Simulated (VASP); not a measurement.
Input of a VASP 6.6.1 run:

INCAR

```
PREC = Accurate
ENCUT = 520
EDIFF = 1E-7
ISMEAR = 0
SIGMA = 0.1
LREAL = False
LASPH = True
NELM = 100
ALGO = Normal
ISIF = 2
LWAVE = False
LCHARG = True
GGA = PE
LELF = True
LVHAR = True
NBANDS = 21
```

KPOINTS

```
Automatic mesh
0
Gamma
  4 4 4
```

The input POSCAR:

```
AgSb3
1.0
    4.6540948451      0.0000000000      0.0000000000
    0.0000000000      4.6540948451      0.0000000000
    0.0000000000      0.0000000000      4.6540948451
Ag Sb
1 3
Direct
    0.0000000000      0.0000000000      0.0000000000
    0.0000000000      0.5000000000      0.5000000000
    0.5000000000      0.0000000000      0.5000000000
    0.5000000000      0.5000000000      0.0000000000
```

Potentials or basis: VASP PAW PBE potentials, release 64 (Ag, Sb).

Command:

```sh
$ cat potpaw_PBE.64/Ag/POTCAR potpaw_PBE.64/Sb/POTCAR > POTCAR
$ mpirun -np 1 vasp_std > vasp.out
```

Task: Estimate the pressure.

Result: 0.9 GPa.

Task: Predict the band gap on the k mesh.

Result: Zero (bands 13 and 14 overlap by 1.48 eV).

Caveat: spin-orbit coupling is left out, which moves the levels of the heavy elements.
